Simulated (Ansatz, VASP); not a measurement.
**HgTe: VASP beside Ansatz**

The input INCAR:

```
  PREC = Accurate
  ENCUT = 520
  EDIFF = 1E-6
  ISMEAR = -1
  SIGMA = 0.05
  LREAL = False
  LASPH = True
  NELM = 60
  ALGO = Normal
  ISIF = 2
  LWAVE = False
  LCHARG = False
  GGA = PE
  NBANDS = 16
```

The input KPOINTS:

```
Automatic mesh
0
Gamma
  11 11 11
```

POSCAR

```
HgTe
1.0
    0.0000000000      2.7249518544      2.7249518544
    2.7249518544      0.0000000000      2.7249518544
    2.7249518544      2.7249518544      0.0000000000
Hg Te
1 1
Direct
    0.0000000000      0.0000000000      0.0000000000
    0.2500000000      0.2500000000      0.2500000000
```

Input for Ansatz:

```yaml
crystal:
  lattice:
    - [0.0, 2.7249518544, 2.7249518544]
    - [2.7249518544, 0.0, 2.7249518544]
    - [2.7249518544, 2.7249518544, 0.0]
  atoms:
    - { symbol: Hg, position: [0.0, 0.0, 0.0] }
    - { symbol: Te, position: [0.25, 0.25, 0.25] }
kpoints:
  mp_grid: { grid: [11, 11, 11] }
  band_path:
    path:
      - [0.0, 0.0, 0.0]
      - [-0.5, -0.5, 0.0]
      - [-0.375, -0.375, 0.25]
      - [-0.375, 0.0, 0.375]
      - [0.0, 0.0, 0.0]
      - [0.0, 0.0, 0.5]
      - [-0.5, -0.25, 0.25]
      - [-0.5, -0.5, 0.0]
    npoints: 8
scf:
  occupations: { method: fermi_dirac, width: 0.05 }
hamiltonian:
  xc: pbe
  pseudopotentials: { kind: all_electron, lapw: { basis_error: 0.001 } }
output:
  forces: true
  stress: true
  eigenvalues: true
  populations: true
  dos: { projected: true, de: 0.2, e_range: [-14, 8] }
```

Change from the starting cell: volume scaled by 0.55, LAPW.

Alike in both runs: task single point; functional PBE; k mesh 11 × 11 × 11; occupations fermi-dirac, width 0.05 eV; no spin polarisation.

|  | VASP | Ansatz |
| --- | --- | --- |
| version | VASP 6.6.1 | Ansatz 0.2.0 |
| potentials or method | VASP PAW PBE potentials, release 64 (Hg, Te), cutoff 520 eV | all-electron LAPW, scalar-relativistic |

|  | VASP | Ansatz | Ansatz less VASP |
| --- | --- | --- | --- |
| pressure (GPa) | 95.3 | 94.5 | -0.74 |

Both programs put the cell under a high pressure, so it lies far from rest at this level. Ansatz ran all-electron here, and VASP with PAW potentials.

Spin-orbit coupling is off throughout. Noted on VASP's run: the cell as given lies far from equilibrium.
